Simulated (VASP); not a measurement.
Wanted: the native input for a VASP 6.6.1 run.

```yaml
Task: single point
Functional: PBEsol
Potentials_or_basis: VASP PAW PBE potentials, release 64 (Ga_d, P)
Cutoff: 520 eV
k_mesh: 9 × 9 × 9
Occupations: gaussian, width 0.02 eV
Spin: no spin polarisation
Dipole_correction: no
Further_INCAR_settings: ALGO = Normal; EDIFF = 1e-06; NBANDS = 26
```

The structure of GaP lies in POSCAR:

```
GaP
1.0
    2.0190064990      1.1656739457      6.8752433863
   -2.0190064990      1.1656739457      6.8752433863
    0.0000000000     -2.3313478914      6.8752433863
Ga P
2 2
Direct
    0.4337471406      0.4337471406      0.4337471406
    0.5662528594      0.5662528594      0.5662528594
    0.0533019006      0.0533019006      0.0533019006
    0.9466980994      0.9466980994      0.9466980994
```

This cell differs from its parent crystal: strained and its atoms moved.

The input as run:

INCAR

```
SYSTEM = GaP
ALGO     = Normal         ! electronic algorithm
EDIFF    = 1E-6           ! SCF threshold, eV
ENCUT    = 520            ! plane-wave cutoff, eV
GGA      = PS             ! functional
ISIF     = 2              ! what is computed and relaxed
ISMEAR   = 0              ! smearing method
LASPH    = .TRUE.         ! aspherical terms in the spheres
LCHARG   = .FALSE.        ! write CHGCAR
LREAL    = .FALSE.        ! projectors in reciprocal space
LWAVE    = .FALSE.        ! write WAVECAR
NBANDS   = 26             ! bands
NELM     = 60             ! most SCF steps
PREC     = Accurate       ! precision mode
SIGMA    = 0.02           ! smearing width, eV
```

KPOINTS

```
k-points
0
G
  9 9 9
  0 0 0
```

Potentials or basis: VASP PAW PBE potentials, release 64 (Ga_d, P).

Run with:

```sh
$ cat potpaw_PBE.64/Ga_d/POTCAR potpaw_PBE.64/P/POTCAR > POTCAR
$ mpirun -np 1 vasp_std > vasp.out
```

Results of the run:

```json
{
 "Pressure": "-8.6 GPa",
 "Largest force": "0.875 eV/Å",
 "Band gap on the k mesh": "zero (filled and empty bands touch)"
}
```

Caveat: the cell differs from its parent crystal (strained and its atoms moved); the PAW data sets were made with another functional, which shifts forces and pressure a little.

Wall time 7.3 min on 1 thread of Intel(R) Xeon(R) Platinum 8488C (Sapphire Rapids), on a shared host, peak memory 0.5 GiB.
